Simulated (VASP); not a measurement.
Set up this calculation in VASP 6.6.1, as the native input.

| Quantity | Value |
| --- | --- |
| Task | single point |
| Functional | PBE |
| Potentials or basis | VASP PAW PBE potentials, release 64 (Li_sv, Mg, Si, Te) |
| Cutoff | 520 eV |
| k mesh | 6 × 6 × 6 |
| Occupations | gaussian, width 0.01 eV |
| Spin | no spin polarisation |
| Dipole correction | no |
| Further INCAR settings | ALGO = Normal; EDIFF = 1e-07; NBANDS = 28 |

The structure of Li2MgSiTe4 lies in POSCAR:

```
Li2MgSiTe4
1.0
   -3.1584082643      3.1584082643      5.8964897472
    3.1584082643     -3.1584082643      5.8964897472
    3.1584082643      3.1584082643     -5.8964897472
Li Mg Si Te
2 1 1 4
Direct
    0.0000000000      0.0000000000      0.0000000000
    0.7500000000      0.2500000000      0.5000000000
    0.2500000000      0.7500000000      0.5000000000
    0.5000000000      0.5000000000      0.0000000000
    0.1458469660      0.6050877122      0.9908999267
    0.3949122878      0.3858122145      0.5407592538
    0.6141877855      0.1549470393      0.0091000733
    0.8450529607      0.8541530340      0.4592407462
```

The input as run:

INCAR

```
SYSTEM = Li2MgSiTe4
PREC = Accurate
ENCUT = 520
EDIFF = 1E-7
ISMEAR = 0
SIGMA = 0.01
LREAL = .False.
LASPH = .True.
NELM = 80
ALGO = Normal
ISIF = 2
LWAVE = .False.
LCHARG = .False.
GGA = PE
NBANDS = 28
```

KPOINTS

```
Automatic mesh
0
Gamma
  6 6 6
  0 0 0
```

Potentials or basis: VASP PAW PBE potentials, release 64 (Li_sv, Mg, Si, Te).

Run with:

```bash
$ cat potpaw_PBE.64/Li_sv/POTCAR potpaw_PBE.64/Mg/POTCAR potpaw_PBE.64/Si/POTCAR potpaw_PBE.64/Te/POTCAR > POTCAR
$ mpirun -np 1 vasp_std > vasp.out
```

Results of the run:

| Item | Value |
| --- | --- |
| Largest force | 0.354 eV/Å |
| Band gap on the k mesh | 1.88 eV (least direct gap 1.96 eV) |

Caveat: spin-orbit coupling is left out, which moves the levels of the heavy elements.

It took 11 min on 1 thread of Oxide Virtual Turin-like Processor, with other jobs on the host, peak memory 0.55 GiB.
